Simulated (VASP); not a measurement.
# La: single point with PBE

La:

```
CELL_PARAMETERS angstrom
0.00000 2.64800 2.64800
2.64800 0.00000 2.64800
2.64800 2.64800 0.00000
ATOMIC_POSITIONS crystal
La 0.00000 0.00000 0.00000
```

This isn't the form of La at room conditions, which is double hcp.

* Program: VASP 6.6.1
* Task: single point
* Functional: PBE
* Potentials or basis: VASP PAW PBE potentials, release 64 (La)
* Cutoff: 520 eV
* k mesh: 11 × 11 × 11
* Occupations: fermi-dirac, width 0.05 eV
* Spin: no spin polarisation
* Dipole correction: no
* k mesh for the DOS: 17 × 17 × 17
* Occupations for the DOS: tetrahedron
* Further INCAR settings: ALGO = Normal; EDIFF = 1e-06; NBANDS = 12

```json
{"Valence electrons inside the program's atomic spheres": "La 8.60"}
```

Levels at points of the mesh, in eV from the Fermi level:
```csv
k point,band 2,band 3,band 4,band 5,band 6,band 7,band 8,band 9
"(0.00, 0.00, 0.00)",-15.85,-15.85,-15.85,-3.17,1.31,1.49,1.49,1.49
```

Run time: 57 s on 1 thread of Intel(R) Xeon(R) Platinum 8488C (Sapphire Rapids), with other jobs on the host, peak memory 0.22 GiB.

Caveat: spin-orbit coupling is left out, which moves the levels of the heavy elements.
